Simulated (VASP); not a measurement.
# ZnNi (Pm-3m) in VASP: single point with LDA

Aim: the single point of ZnNi with LDA.

Everything below comes from runs of VASP 6.6.1. Logs are shortened: lines on timing, memory, paths and dates and some standing lists are left out, and cuts for length are marked.

### Step 1. The cell of the first run

Symmetry: Pm-3m, No. 221, cubic system. The conventional cell has a = 2.908 Å, b = 2.908 Å, c = 2.908 Å, α = 90.00°, β = 90.00°, γ = 90.00°. Within 3.3 Å of Zn (site symmetry m-3m) lie 8 Ni at 2.52 Å and 6 Zn at 2.91 Å. Ni (site symmetry m-3m) has 8 Zn at 2.52 Å and 6 Ni at 2.91 Å within 3.3 Å.

### Step 2. Single point, LDA, collinear spin, ferromagnetic start

INCAR reads:

```
PREC     = Accurate       # precision mode
ENCUT    = 600            # plane-wave cutoff, eV
EDIFF    = 1E-6           # SCF threshold, eV
ISMEAR   = 0              # smearing method
SIGMA    = 0.1            # smearing width, eV
LREAL    = False          # projectors in reciprocal space
LASPH    = True           # aspherical terms in the spheres
NELM     = 200            # most SCF steps
ALGO     = Normal         # electronic algorithm
ISIF     = 2              # what is computed and relaxed
LWAVE    = False          # write WAVECAR
LCHARG   = False          # write CHGCAR
ISPIN    = 2              # spin polarisation
MAGMOM   = 0 1.5          # initial moments
LORBIT   = 11             # projections on sites
LMAXMIX  = 4              # l up to which the mixer works
GGA      = CA             # functional
NBANDS   = 22             # bands
GGA_COMPAT= False
```

KPOINTS reads:

```
Automatic mesh
0
Gamma
  7 7 7
```

POSCAR reads:

```
ZnNi
1.0
    2.9083000000      0.0000000000      0.0000000000
    0.0000000000      2.9083000000      0.0000000000
    0.0000000000      0.0000000000      2.9083000000
Zn Ni
1 1
Direct
    0.5000000000      0.5000000000      0.5000000000
    0.0000000000      0.0000000000      0.0000000000
```

Potentials or basis: VASP PAW LDA potentials, release 64 (Zn, Ni).

The run is started by

```
$ cat potpaw_LDA.64/Zn/POTCAR potpaw_LDA.64/Ni/POTCAR > POTCAR
$ mpirun -np 1 vasp_std > vasp.out
```

OUTCAR:

```text
PREC = Accurate
   ENCUT = 600
   EDIFF = 1E-6
   ISMEAR = 0
   LREAL = False
   LASPH = True
   NELM = 200
   ISIF = 2
   ISPIN = 2
   LORBIT = 11
   GGA = CA

 ion  position               nearest neighbor table
   1  0.500  0.500  0.500-   2 2.52   2 2.52   2 2.52   2 2.52   2 2.52   2 2.52   2 2.52   2 2.52

   2  0.000  0.000  0.000-   1 2.52   1 2.52   1 2.52   1 2.52   1 2.52   1 2.52   1 2.52   1 2.52

  LATTYP: Found a simple cubic cell.
 ALAT       =     2.9083000000

  Lattice vectors:

 A1 = (   2.9083000000,   0.0000000000,   0.0000000000)
 A2 = (   0.0000000000,   2.9083000000,   0.0000000000)
 A3 = (   0.0000000000,   0.0000000000,   2.9083000000)

Analysis of symmetry for initial positions (statically):
=====================================================================
 Subroutine PRICEL returns:
 Original cell was already a primitive cell.

 Routine SETGRP: Setting up the symmetry group for a
 simple cubic supercell.

 Subroutine GETGRP returns: Found 48 space group operations
 (whereof 48 operations were pure point group operations)
 out of a pool of 48 trial point group operations.

The static configuration has the point symmetry O_h .

Analysis of symmetry for dynamics (positions and initial velocities):
=====================================================================
 Subroutine PRICEL returns:
 Original cell was already a primitive cell.

 Routine SETGRP: Setting up the symmetry group for a
 simple cubic supercell.

 Subroutine GETGRP returns: Found 48 space group operations
 (whereof 48 operations were pure point group operations)
 out of a pool of 48 trial point group operations.

The dynamic configuration has the point symmetry O_h .

Analysis of structural, dynamic, and magnetic symmetry:
=====================================================================
 Subroutine PRICEL returns:
 Original cell was already a primitive cell.

 Routine SETGRP: Setting up the symmetry group for a
 simple cubic supercell.

 Subroutine GETGRP returns: Found 48 space group operations
 (whereof 48 operations were pure point group operations)
 out of a pool of 48 trial point group operations.

The overall configuration has the point symmetry O_h .

 Subroutine INISYM returns: Found 48 space group operations
 (whereof 48 operations are pure point group operations),
 and found     1 'primitive' translations

----------------------------------------------------------------------------------------

                                     Primitive cell

  volume of cell :      24.5990

  direct lattice vectors                    reciprocal lattice vectors
     2.908300000  0.000000000  0.000000000     0.343843482  0.000000000  0.000000000
     0.000000000  2.908300000  0.000000000     0.000000000  0.343843482  0.000000000
     0.000000000  0.000000000  2.908300000     0.000000000  0.000000000  0.343843482

  length of vectors
     2.908300000  2.908300000  2.908300000     0.343843482  0.343843482  0.343843482

  position of ions in fractional coordinates (direct lattice)
     0.500000000  0.500000000  0.500000000
     0.000000000  0.000000000  0.000000000

  ion indices of the primitive-cell ions
   primitive index   ion index
                 1           1
                 2           2

----------------------------------------------------------------------------------------

 KPOINTS: Automatic mesh

Automatic generation of k-mesh.
 Grid dimensions read from file:
 generate k-points for:    7    7    7

 Generating k-lattice:

  Cartesian coordinates                     Fractional coordinates (reciprocal lattice)
     0.049120497  0.000000000  0.000000000     0.142857143  0.000000000  0.000000000
     0.000000000  0.049120497  0.000000000     0.000000000  0.142857143  0.000000000
     0.000000000  0.000000000  0.049120497     0.000000000  0.000000000  0.142857143

  Length of vectors
     0.049120497  0.049120497  0.049120497

  Shift w.r.t. Gamma in fractional coordinates (k-lattice)
     0.000000000  0.000000000  0.000000000

 Subroutine IBZKPT returns following result:
 ===========================================

 Found     20 irreducible k-points:

 Following reciprocal coordinates:
            Coordinates               Weight
  0.000000  0.000000  0.000000      1.000000
  0.142857  0.000000  0.000000      6.000000
  0.285714  0.000000  0.000000      6.000000
  0.428571  0.000000  0.000000      6.000000
  0.142857  0.142857  0.000000     12.000000
  0.285714  0.142857  0.000000     24.000000
[... 12 lines left out ...]
  0.428571  0.428571  0.285714     24.000000
  0.428571  0.428571  0.428571      8.000000
   k-points           NKPTS =     20   k-points in BZ     NKDIM =     20   number of bands    NBANDS=     22
   number of dos      NEDOS =    301   number of ions     NIONS =      2
   total plane-waves  NPLWV =  13824
   dimension x,y,z NGX =    24 NGY =   24 NGZ =   24
   dimension x,y,z NGXF=    48 NGYF=   48 NGZF=   48
   ions per type =               1   1
   NGX,Y,Z   is equivalent  to a cutoff of  13.72, 13.72, 13.72 a.u.
   NGXF,Y,Z  is equivalent  to a cutoff of  27.44, 27.44, 27.44 a.u.
 SYSTEM =  unknown system
   PREC   = accura    normal or accurate (medium, high low for compatibility)
   ISTART =      0    job   : 0-new  1-cont  2-samecut
   ICHARG =      2    charge: 1-file 2-atom 10-const
   ISPIN  =      2    spin polarized calculation?
   LNONCOLLINEAR =      F non collinear calculations
   LSORBIT =      F    spin-orbit coupling
   LASPH  =      T    aspherical Exc in radial PAW
   ENCUT  =  600.0 eV  44.10 Ry    6.64 a.u.   5.81  5.81  5.81*2*pi/ulx,y,z
   NELM   =    200;   NELMIN=  2; NELMDL= -5     # of ELM steps
   EDIFF  = 0.1E-05   stopping-criterion for ELM
   LREAL  =      F    real-space projection
   EDIFFG = 0.1E-04   stopping-criterion for IOM
   NSW    =      0    number of steps for IOM
   IBRION =     -1    ionic relax: 0-MD 1-quasi-New 2-CG
   NFREE  =      0    steps in history (QN), initial steepest desc. (CG)
   ISIF   =      2    stress and relaxation
   ISYM   =      2    0-nonsym 1-usesym 2-fastsym
   POTIM  = 0.5000    time-step for ionic-motion
   TEBEG  =    0.0;   TEEND  =   0.0 temperature during run
   PSTRESS=    0.0 pullay stress
   NELECT =      22.0000    total number of electrons
   NUPDOWN=      -1.0000    fix difference up-down
   EMIN   =  10.00;   EMAX   =-10.00  energy-range for DOS
   EFERMI =   0.00;   METHOD = LEGACY
   ISMEAR =     0;   SIGMA  =   0.10  broadening in eV -4-tet -1-fermi 0-gaus
   EFERMI_NEDOS =   21; number of points for ismear=-14 and -15
   IALGO  =     38    algorithm
   IMIX   =      4    mixing-type and parameters
     AMIX     =   0.40;   BMIX     =  1.00
     AMIX_MAG =   1.60;   BMIX_MAG =  1.00
  volume/ion in A,a.u.               =      12.30        83.00
  Fermi-wavevector in a.u.,A,eV,Ry     =   1.577284  2.980634 33.848905  2.487824
  Thomas-Fermi vector in A             =   2.677989
   LORBIT       =     11    0 simple, 1 ext, 2 COOP (PROOUT), +10 PAW based schemes
   GGA     = CA    functional components
   LHFCALC =     F    Hartree Fock is set to
   AEXX    =    0.0000 exact exchange contribution
   IVDW    =     0    specifies the selected vdW correction
   LEPSILON=     F    determine dielectric tensor
   LRPA    =     F    only Hartree local field effects (RPA)
 spin polarized calculation
 Gauss-broadening in eV      SIGMA  =   0.10
  energy-cutoff  :      600.00
  volume of cell :       24.60
 maximum number of plane-waves:       830
 NGX is ok and might be reduce to    24
   NGX = 11   NGY = 11   NGZ = 11

 number of electron      21.9999998 magnetization      -0.0000241

 number of electron      21.9999998 magnetization       0.0007478

 Free energy of the ion-electron system (eV)
  ---------------------------------------------------
  ext. energy  EPLUGINS =         0.00000000
  ---------------------------------------------------
  free energy    TOTEN  =        -8.90253183 eV

  energy without entropy =       -8.89625371  energy(sigma->0) =       -8.89939277

 E-fermi :   5.6341     XC(G=0): -12.9686

 val. band max:        5.6251039305   @ k =   0.4286   0.1429   0.0000
 cond. band min:       5.7570013395   @ k =   0.4286   0.2857   0.0000
 fundamental gap:      0.1318974091
 Fermi energy:         5.6341391624

 spin component 1

 k-point     1 :       0.0000    0.0000    0.0000
  band No.  band energies     occupation
      1      -4.2688      1.00000
      2      -1.9103      1.00000
      3      -1.9103      1.00000
      4      -1.1738      1.00000
      5      -1.1738      1.00000
      6      -1.1738      1.00000
[... 14 lines left out ...]
     21      32.0202      0.00000
     22      32.0202      0.00000
[... 451 lines left out ...]
 k-point    20 :       0.4286    0.4286    0.4286
  band No.  band energies     occupation
      1      -1.7928      1.00000
      2      -1.7498      1.00000
      3      -1.7498      1.00000
      4      -0.9207      1.00000
      5      -0.9207      1.00000
      6       2.2898      1.00000
[... 14 lines left out ...]
     21      39.7890      0.00000
     22      40.7491      0.00000
 Fermi energy:         5.6341391624

 spin component 2

 k-point     1 :       0.0000    0.0000    0.0000
  band No.  band energies     occupation
      1      -4.2688      1.00000
      2      -1.9103      1.00000
      3      -1.9103      1.00000
      4      -1.1738      1.00000
      5      -1.1738      1.00000
      6      -1.1738      1.00000
[... 14 lines left out ...]
     21      32.0203      0.00000
     22      32.0203      0.00000
[... 452 lines left out ...]
  band No.  band energies     occupation
      1      -1.7928      1.00000
      2      -1.7498      1.00000
      3      -1.7498      1.00000
      4      -0.9207      1.00000
      5      -0.9207      1.00000
      6       2.2900      1.00000
[... 14 lines left out ...]
     21      39.7890      0.00000
     22      40.7492      0.00000

------------------------ aborting loop because EDIFF is reached ----------------------------------------

  FORCE on cell =-STRESS in cart. coord.  units (eV):
  Direction    XX          YY          ZZ          XY          YZ          ZX
  --------------------------------------------------------------------------------------
  -------------------------------------------------------------------------------------
  Total       -2.3158061     -2.3158061     -2.3158061      0.0000000      0.0000000     -0.0000000
  in kB     -150.8325845   -150.8325845   -150.8325845      0.0000000      0.0000000     -0.0000000
  external PRESSURE =    -150.8325845 kB  Pullay stress =       0.0000000 kB

 VOLUME and BASIS-vectors are now :
 -----------------------------------------------------------------------------
  energy-cutoff  :      600.00
  volume of cell :       24.60
      direct lattice vectors                 reciprocal lattice vectors
     2.908300000  0.000000000  0.000000000     0.343843482  0.000000000  0.000000000
     0.000000000  2.908300000  0.000000000     0.000000000  0.343843482  0.000000000
     0.000000000  0.000000000  2.908300000     0.000000000  0.000000000  0.343843482

 POSITION                                       TOTAL-FORCE (eV/Angst)
 -----------------------------------------------------------------------------------
      1.45415      1.45415      1.45415         0.000000      0.000000      0.000000
      0.00000      0.00000      0.00000         0.000000      0.000000      0.000000
 -----------------------------------------------------------------------------------
    total drift:                                0.000000      0.000000     -0.000000

  FREE ENERGIE OF THE ION-ELECTRON SYSTEM (eV)
  ---------------------------------------------------
  free  energy   TOTEN  =        -8.9025318312 eV

  energy  without entropy=       -8.8962537143  energy(sigma->0) =       -8.89939277

 total charge

# of ion       s       p       d       tot
------------------------------------------
    1        0.607   0.537   9.749  10.893
    2        0.417   0.404   8.437   9.258
--------------------------------------------------
tot          1.024   0.941  18.185  20.151

 magnetization (x)

# of ion       s       p       d       tot
------------------------------------------
    1       -0.000  -0.000  -0.000  -0.000
    2        0.000  -0.000   0.000   0.000
--------------------------------------------------
tot          0.000  -0.000   0.000   0.000
```

It took 16 s on 1 thread of AMD EPYC 7R43 (Zen 3), shared host; peak memory 0.11 GiB.

Results:

```
Free energy                                           : -8.9025 eV
Pressure                                              : -15.1 GPa
Band gap on the k mesh                                : zero (filled and empty bands overlap)
Net moment                                            : 0.00 μB per cell
Valence electrons inside the program's atomic spheres : Zn 10.89; Ni 9.26
```

Caveat: the cell stands under tension.
